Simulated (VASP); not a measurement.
A run of VASP 6.6.1:

INCAR

```
PREC     = Accurate       # precision mode
ENCUT    = 520            # plane-wave cutoff, eV
EDIFF    = 1E-6           # SCF threshold, eV
ISMEAR   = 0              # smearing method
SIGMA    = 0.1            # smearing width, eV
LREAL    = False          # projectors in reciprocal space
LASPH    = True           # aspherical terms in the spheres
NELM     = 150            # most SCF steps
ALGO     = Normal         # electronic algorithm
ISIF     = 2              # what is computed and relaxed
LWAVE    = False          # write WAVECAR
LCHARG   = False          # write CHGCAR
ISPIN    = 2              # spin polarisation
MAGMOM   = 0 0 0 0 1      # initial moments
LORBIT   = 11             # projections on sites
GGA      = PE             # functional
NBANDS   = 24             # bands
```

The input KPOINTS:

```
regular mesh
0
Gamma
  4 4 4
```

POSCAR

```
P4C
1.0
    4.4979815600      0.0000000000      0.0000000000
    0.0000000000      4.4979815600      0.0000000000
    0.0000000000      0.0000000000      4.4979815600
P C
4 1
Direct
    0.5000000000      0.0000000000      0.0000000000
    0.0000000000      0.5000000000      0.0000000000
    0.0000000000      0.0000000000      0.5000000000
    0.5000000000      0.5000000000      0.5000000000
    0.0000000000      0.0000000000      0.0000000000
```

Potentials or basis: VASP PAW PBE potentials, release 64 (P, C).

Run with:

```console
$ cat potpaw_PBE.64/P/POTCAR potpaw_PBE.64/C/POTCAR > POTCAR
$ mpirun -np 1 vasp_std > vasp.out
```

Hardware: 1 thread of Intel(R) Xeon(R) 6975P-C (Granite Rapids) (shared host).

Q: How long does it take, and how much memory?

A: Run time: 20 s on 1 thread of Intel(R) Xeon(R) 6975P-C (Granite Rapids), with other jobs on the host, peak memory 0.23 GiB. Counts: scf iterations 15, k points 10.
